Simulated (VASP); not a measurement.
# MoS2 (P6_3/mmc) in VASP: relaxation of cell and atoms with PBE+D4

Aim: the relaxation of cell and atoms of MoS2 with PBE+D4.

Everything below comes from runs of VASP 6.6.1. Logs are shortened: lines on timing, memory, paths and dates and some standing lists are left out, and cuts for length are marked.

## 1. The cell of the first run

It takes space group P6_3/mmc (No. 194, hexagonal). The conventional cell has a = 3.149 Å, b = 3.149 Å, c = 12.089 Å, α = 90.00°, β = 90.00°, γ = 120.00°. Mo (site symmetry -6m2) has 6 S at 2.40 Å and 6 Mo at 3.15 Å within 3.2 Å. S (site symmetry 3m) has 3 Mo at 2.40 Å and 7 S at 3.13 to 3.15 Å within 3.2 Å.

## 2. Relaxation of cell and atoms, PBE+D4

Input file INCAR:

```
SYSTEM = MoS2
PREC = Accurate
ENCUT = 600
EDIFF = 1E-7
ISMEAR = -1
SIGMA = 0.02
LREAL = .False.
LASPH = .True.
NELM = 100
ALGO = Normal
ISIF = 3
LWAVE = .False.
LCHARG = .False.
GGA = PE
IVDW = 13
IBRION = 2
NSW = 80
EDIFFG = -0.005
```

Input file KPOINTS:

```
regular mesh
0
Gamma
  12 12 2
  0 0 0
```

Input file POSCAR:

```
MoS2
1.0
    3.1491490723      0.0000000000      0.0000000000
   -1.5745745361      2.7272430969      0.0000000000
    0.0000000000      0.0000000000     12.0886643159
Mo S
2 4
Direct
    0.3333333333      0.6666666667      0.2500000000
    0.6666666667      0.3333333333      0.7500000000
    0.6666666667      0.3333333333      0.3795281438
    0.6666666667      0.3333333333      0.1204718562
    0.3333333333      0.6666666667      0.8795281438
    0.3333333333      0.6666666667      0.6204718562
```

Potentials or basis: VASP PAW PBE potentials, release 64 (Mo_sv, S).

Launch:

```bash
$ cat potpaw_PBE.64/Mo_sv/POTCAR potpaw_PBE.64/S/POTCAR > POTCAR
$ mpirun -np 1 vasp_std > vasp.out
```

OUTCAR:

```text
SYSTEM = MoS2
   PREC = Accurate
   ENCUT = 600
   EDIFF = 1E-7
   ISMEAR = -1
   LREAL = .False.
   LASPH = .True.
   NELM = 100
   ISIF = 3
   GGA = PE
   IVDW = 13
   IBRION = 2
   NSW = 80
   EDIFFG = -0.005

 ion  position               nearest neighbor table
   1  0.333  0.667  0.250-   3 2.40   4 2.40   3 2.40   4 2.40   3 2.40   4 2.40
   2  0.667  0.333  0.750-   5 2.40   6 2.40   5 2.40   6 2.40   5 2.40   6 2.40
   3  0.667  0.333  0.380-   1 2.40   1 2.40   1 2.40
   4  0.667  0.333  0.120-   1 2.40   1 2.40   1 2.40
   5  0.333  0.667  0.880-   2 2.40   2 2.40   2 2.40
   6  0.333  0.667  0.620-   2 2.40   2 2.40   2 2.40

  LATTYP: Found a hexagonal cell.
 ALAT       =     3.1491490723
 C/A-ratio  =     3.8387081838

  Lattice vectors:

 A1 = (   3.1491490723,   0.0000000000,   0.0000000000)
 A2 = (  -1.5745745361,   2.7272430969,   0.0000000000)
 A3 = (   0.0000000000,   0.0000000000,  12.0886643159)

Analysis of symmetry for initial positions (statically):
=====================================================================
 Subroutine PRICEL returns:
 Original cell was already a primitive cell.

 Routine SETGRP: Setting up the symmetry group for a
 hexagonal supercell.

 Subroutine GETGRP returns: Found 24 space group operations
 (whereof 12 operations were pure point group operations)
 out of a pool of 24 trial point group operations.

The static configuration has the point symmetry D_3d.
 The point group associated with its full space group is D_6h.

Analysis of symmetry for dynamics (positions and initial velocities):
=====================================================================
 Subroutine PRICEL returns:
 Original cell was already a primitive cell.

 Routine SETGRP: Setting up the symmetry group for a
 hexagonal supercell.

 Subroutine GETGRP returns: Found 24 space group operations
 (whereof 12 operations were pure point group operations)
 out of a pool of 24 trial point group operations.

The dynamic configuration has the point symmetry D_3d.
 The point group associated with its full space group is D_6h.

 Subroutine INISYM returns: Found 24 space group operations
 (whereof 12 operations are pure point group operations),
 and found     1 'primitive' translations

----------------------------------------------------------------------------------------

                                     Primitive cell

  volume of cell :     103.8234

  direct lattice vectors                    reciprocal lattice vectors
     3.149149072  0.000000000  0.000000000     0.317546098  0.183335325  0.000000000
    -1.574574536  2.727243097  0.000000000     0.000000000  0.366670650  0.000000000
     0.000000000  0.000000000 12.088664316     0.000000000  0.000000000  0.082722125

  length of vectors
     3.149149072  3.149149072 12.088664316     0.366670650  0.366670650  0.082722125

  position of ions in fractional coordinates (direct lattice)
     0.333333333  0.666666667  0.250000000
     0.666666667  0.333333333  0.750000000
     0.666666667  0.333333333  0.379528144
     0.666666667  0.333333333  0.120471856
     0.333333333  0.666666667  0.879528144
     0.333333333  0.666666667  0.620471856

  ion indices of the primitive-cell ions
   primitive index   ion index
                 1           1
                 2           2
                 3           3
                 4           4
                 5           5
                 6           6

----------------------------------------------------------------------------------------

 KPOINTS: regular mesh

Automatic generation of k-mesh.
 Grid dimensions read from file:
 generate k-points for:   12   12    2

 Generating k-lattice:

  Cartesian coordinates                     Fractional coordinates (reciprocal lattice)
     0.026462175  0.015277944  0.000000000     0.083333333 -0.000000000  0.000000000
     0.000000000  0.030555888  0.000000000     0.000000000  0.083333333  0.000000000
     0.000000000  0.000000000  0.041361062     0.000000000  0.000000000  0.500000000

  Length of vectors
     0.030555888  0.030555888  0.041361062

  Shift w.r.t. Gamma in fractional coordinates (k-lattice)
     0.000000000  0.000000000  0.000000000

 Subroutine IBZKPT returns following result:
 ===========================================

 Found     38 irreducible k-points:

 Following reciprocal coordinates:
            Coordinates               Weight
  0.000000  0.000000  0.000000      1.000000
  0.083333 -0.000000  0.000000      6.000000
  0.166667  0.000000  0.000000      6.000000
  0.250000  0.000000  0.000000      6.000000
  0.333333  0.000000  0.000000      6.000000
  0.416667  0.000000  0.000000      6.000000
[... 16 lines left out ...]
  0.250000  0.000000  0.500000      6.000000
  0.333333  0.000000  0.500000      6.000000
 [... further k-points ...]
   k-points           NKPTS =     38   k-points in BZ     NKDIM =     38   number of bands    NBANDS=     31
   number of dos      NEDOS =    301   number of ions     NIONS =      6
   total plane-waves  NPLWV =  76832
   dimension x,y,z NGX =    28 NGY =   28 NGZ =   98
   dimension x,y,z NGXF=    56 NGYF=   56 NGZF=  196
   ions per type =               2   4
   NGX,Y,Z   is equivalent  to a cutoff of  14.78, 14.78, 13.48 a.u.
   NGXF,Y,Z  is equivalent  to a cutoff of  29.56, 29.56, 26.95 a.u.
 SYSTEM =  MoS2
   PREC   = accura    normal or accurate (medium, high low for compatibility)
   ISTART =      0    job   : 0-new  1-cont  2-samecut
   ICHARG =      2    charge: 1-file 2-atom 10-const
   ISPIN  =      1    spin polarized calculation?
   LNONCOLLINEAR =      F non collinear calculations
   LSORBIT =      F    spin-orbit coupling
   LASPH  =      T    aspherical Exc in radial PAW
   ENCUT  =  600.0 eV  44.10 Ry    6.64 a.u.   6.29  6.29 24.14*2*pi/ulx,y,z
   NELM   =    100;   NELMIN=  2; NELMDL= -5     # of ELM steps
   EDIFF  = 0.1E-06   stopping-criterion for ELM
   LREAL  =      F    real-space projection
   EDIFFG = -.5E-02   stopping-criterion for IOM
   NSW    =     80    number of steps for IOM
   IBRION =      2    ionic relax: 0-MD 1-quasi-New 2-CG
   NFREE  =      1    steps in history (QN), initial steepest desc. (CG)
   ISIF   =      3    stress and relaxation
   ISYM   =      2    0-nonsym 1-usesym 2-fastsym
   POTIM  = 0.5000    time-step for ionic-motion
   TEBEG  =    0.0;   TEEND  =   0.0 temperature during run
   PSTRESS=    0.0 pullay stress
   NELECT =      52.0000    total number of electrons
   NUPDOWN=      -1.0000    fix difference up-down
   EMIN   =  10.00;   EMAX   =-10.00  energy-range for DOS
   EFERMI =   0.00;   METHOD = LEGACY
   ISMEAR =    -1;   SIGMA  =   0.02  broadening in eV -4-tet -1-fermi 0-gaus
   EFERMI_NEDOS =   21; number of points for ismear=-14 and -15
   IALGO  =     38    algorithm
   IMIX   =      4    mixing-type and parameters
     AMIX     =   0.40;   BMIX     =  1.00
     AMIX_MAG =   1.60;   BMIX_MAG =  1.00
  volume/ion in A,a.u.               =      17.30       116.77
  Fermi-wavevector in a.u.,A,eV,Ry     =   1.300102  2.456837 22.997460  1.690266
  Thomas-Fermi vector in A             =   2.431323
   LORBIT       =      0    0 simple, 1 ext, 2 COOP (PROOUT), +10 PAW based schemes
   GGA     = PE    functional components
   LHFCALC =     F    Hartree Fock is set to
   AEXX    =    0.0000 exact exchange contribution
   IVDW    =    13    specifies the selected vdW correction
   LEPSILON=     F    determine dielectric tensor
   LRPA    =     F    only Hartree local field effects (RPA)
 conjugate gradient relaxation of ions
 non-spin polarized calculation
  energy-cutoff  :      600.00
  volume of cell :      103.82
 maximum number of plane-waves:      3505
 NGX is ok and might be reduce to    28
   NGX = 13   NGY = 13   NGZ = 49

--------------------------------------- Ionic step        1  -------------------------------------------

 number of electron      51.9999995 magnetization

 Free energy of the ion-electron system (eV)
  ---------------------------------------------------
  ext. energy  EPLUGINS =         0.00000000
  ---------------------------------------------------
  free energy    TOTEN  =       -43.54590347 eV

  energy without entropy =      -43.54590347  energy(sigma->0) =      -43.54590347

------------------------ aborting loop because EDIFF is reached ----------------------------------------

  DFT-D4 for vdW energy calculation

  Edisp (eV):   -2.62384

  FORCE on cell =-STRESS in cart. coord.  units (eV):
  Direction    XX          YY          ZZ          XY          YZ          ZX
  --------------------------------------------------------------------------------------
  -------------------------------------------------------------------------------------
  Total       0.21513     0.21513     0.07527     0.00000     0.00000     0.00000
  in kB       3.31991     3.31991     1.16151     0.00000     0.00000     0.00000
  external pressure =        2.60 kB  Pullay stress =        0.00 kB
[... 109 lines left out ...]
  FREE ENERGIE OF THE ION-ELECTRON SYSTEM (eV)
  ---------------------------------------------------
  free  energy   TOTEN  =       -46.1701438401 eV

  energy  without entropy=      -46.1701438400  energy(sigma->0) =      -46.17014384

[... ionic steps 4 to 10 ...]

--------------------------------------- Ionic step       11  -------------------------------------------

 number of electron      52.0000000 magnetization

------------------------ aborting loop because EDIFF is reached ----------------------------------------

  DFT-D4 for vdW energy calculation

  Edisp (eV):   -2.60177
[... 77 lines left out ...]
  energy  without entropy=      -46.1707657569  energy(sigma->0) =      -46.17076576

--------------------------------------- Ionic step       13  -------------------------------------------

 number of electron      52.0000000 magnetization

 Free energy of the ion-electron system (eV)
  ---------------------------------------------------
  ext. energy  EPLUGINS =         0.00000000
  ---------------------------------------------------
  free energy    TOTEN  =       -43.56938955 eV

  energy without entropy =      -43.56938955  energy(sigma->0) =      -43.56938955

 E-fermi :   8.1972     XC(G=0): -10.9538

 val. band max:        7.8100893637   @ k =   0.0000   0.0000   0.0000
 cond. band min:       8.6486400091   @ k =   0.1667   0.1667   0.0000
 fundamental gap:      0.8385506454
 Fermi energy:         8.1971663014

 k-point     1 :       0.0000    0.0000    0.0000
  band No.  band energies     occupation
      1     -53.7134      2.00000
      2     -53.7134      2.00000
      3     -27.8754      2.00000
      4     -27.8753      2.00000
      5     -27.6386      2.00000
      6     -27.6386      2.00000
[... 805 lines left out ...]
     30       9.5049      0.00000
     31      10.7665      0.00000

 [... further k-points ...]

------------------------ aborting loop because EDIFF is reached ----------------------------------------

  DFT-D4 for vdW energy calculation

  Edisp (eV):   -2.60139

  FORCE on cell =-STRESS in cart. coord.  units (eV):
  Direction    XX          YY          ZZ          XY          YZ          ZX
  --------------------------------------------------------------------------------------
  -------------------------------------------------------------------------------------
  Total      -0.00304    -0.00304    -0.01372    -0.00000    -0.00000    -0.00000
  in kB      -0.04650    -0.04650    -0.20985    -0.00000    -0.00000    -0.00000
  external pressure =       -0.10 kB  Pullay stress =        0.00 kB
[... 21 lines left out ...]
  FREE ENERGIE OF THE ION-ELECTRON SYSTEM (eV)
  ---------------------------------------------------
  free  energy   TOTEN  =       -46.1707790608 eV

  energy  without entropy=      -46.1707790608  energy(sigma->0) =      -46.17077906

 reached required accuracy - stopping structural energy minimisation
```

Run time: 37 min. Hardware: 1 thread of Oxide Virtual Turin-like, shared host; peak memory 0.32 GiB.

Results:

```
Free energy                           : -46.1708 eV
Relaxed volume                        : 17.46 Å³/atom
Relaxed cell                          : a = 3.153 Å, b = 3.153 Å, c = 12.169 Å, α = 90.00°, β = 90.00°, γ = 120.00°
Space group after relaxing (to 0.1 Å) : P6_3/mmc (No. 194)
Energy gained by relaxing             : 0.2 meV/atom
Ionic steps                           : 13
Pressure after relaxing               : 0.0 GPa
Band gap on the k mesh                : 0.84 eV (least direct gap 1.70 eV)
Dispersion energy per atom            : -0.434 eV
```

Forces on the atoms (eV/Å):
```
Mo   0.000  0.000  0.000
Mo   0.000  0.000  0.000
S    0.000  0.000 -0.002
S    0.000  0.000  0.002
S    0.000  0.000 -0.002
S    0.000  0.000  0.002
```

Step by step:
```csv
step,energy change (eV),largest force (eV/Å),pressure (GPa),volume (Å³)
1,0.0000,0.0361,0.26,103.82
2,-0.0004,0.0532,-0.19,104.25
3,-0.0004,0.0500,-0.10,104.17
4,-0.0005,0.0094,0.14,104.22
5,-0.0006,0.0116,0.05,104.20
6,-0.0006,0.0016,0.09,104.21
7,-0.0008,0.0005,0.05,104.38
8,-0.0010,0.0026,-0.06,104.83
9,-0.0010,0.0087,0.12,104.70
10,-0.0011,0.0045,-0.01,104.79
11,-0.0010,0.0056,0.03,104.77
12,-0.0010,0.0128,-0.06,104.80
13,-0.0010,0.0023,-0.01,104.78
```

Final structure:
```
Mo S
1.0
     3.15315    0.00000    0.00000
    -1.57658    2.73071    0.00000
     0.00000    0.00000   12.16943
Mo S
2 4
Direct
  0.33333 0.66667 0.25000
  0.66667 0.33333 0.75000
  0.66667 0.33333 0.37850
  0.66667 0.33333 0.12150
  0.33333 0.66667 0.87850
  0.33333 0.66667 0.62150
```

Levels at points of the mesh, in eV from the valence-band top:
| k point | band 23 | band 24 | band 25 | band 26 | band 27 | band 28 | band 29 | band 30 |
| --- | --- | --- | --- | --- | --- | --- | --- | --- |
| (0.00, 0.00, 0.00) | -2.14 | -1.23 | -1.14 | 0.00 | 2.11 | 2.11 | 2.14 | 2.14 |
| (0.50, 0.00, 0.00) | -1.76 | -1.52 | -1.46 | -1.31 | 1.63 | 1.68 | 2.01 | 2.31 |
| (0.00, 0.00, 0.50) | -2.17 | -2.17 | -0.27 | -0.27 | 2.11 | 2.11 | 2.11 | 2.11 |
| (0.50, 0.00, 0.50) | -1.64 | -1.64 | -1.37 | -1.37 | 1.65 | 1.65 | 2.17 | 2.17 |

A k mesh can miss the band edges.
